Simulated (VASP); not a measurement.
Set up this calculation in VASP 6.6.1, as the native input.

| Quantity | Value |
| --- | --- |
| Task | single point |
| Functional | LDA |
| Potentials or basis | VASP PAW LDA potentials, release 64 (Pt, Se) |
| Cutoff | 520 eV |
| k mesh | 15 × 15 × 10 |
| Occupations | gaussian, width 0.15 eV |
| Spin | no spin polarisation |
| Dipole correction | no |
| Further INCAR settings | ALGO = Normal; EDIFF = 1e-07; NBANDS = 18 |

The structure of PtSe2 lies in POSCAR:

```
PtSe2
1.0
    4.0219206530      0.0000000000      0.0000000000
   -2.0109603265      3.4830854575      0.0000000000
    0.0000000000      0.0000000000      5.0620000000
Pt Se
1 2
Direct
    0.0000000000      0.0000000000      0.0000000000
    0.3333333333      0.6666666667      0.2500000000
    0.6666666667      0.3333333333      0.7500000000
```

This cell differs from its parent crystal: strain +0.080 along x and y, +0.000 along z.

The input as run:

INCAR

```
ALGO     = Normal         # electronic algorithm
EDIFF    = 1E-7           # SCF threshold, eV
ENCUT    = 520            # plane-wave cutoff, eV
ISIF     = 2              # what is computed and relaxed
ISMEAR   = 0              # smearing method
LASPH    = True           # aspherical terms in the spheres
LCHARG   = True           # write CHGCAR
LELF     = True           # ELF
LREAL    = False          # projectors in reciprocal space
LVHAR    = True         
LWAVE    = False          # write WAVECAR
NBANDS   = 18             # bands
NELM     = 100            # most SCF steps
PREC     = Accurate       # precision mode
SIGMA    = 0.15           # smearing width, eV
```

KPOINTS

```
k-points
0
Gamma
  15 15 10
```

Potentials or basis: VASP PAW LDA potentials, release 64 (Pt, Se).

The run is started by

```sh
$ cat potpaw_LDA.64/Pt/POTCAR potpaw_LDA.64/Se/POTCAR > POTCAR
$ mpirun -np 1 vasp_std > vasp.out
```

It gave:

```yaml
Pressure: -15.5 GPa
Largest_force: 1.022 eV/Å
Band_gap_on_the_k_mesh: zero (band 11 reaches 4.94 eV, above the bottom of band 12 at 4.28 eV)
```

Caveat: the cell differs from its parent crystal (strain +0.080 along x and y, +0.000 along z); spin-orbit coupling is left out, which moves the levels of the heavy elements; forces of over 1 eV/Å act on the atoms, so gaps and moduli don't describe the material at rest.

It took 2.8 min on 1 thread of AMD EPYC 7R13 Processor (Zen 3), on a shared host, peak memory 0.37 GiB.
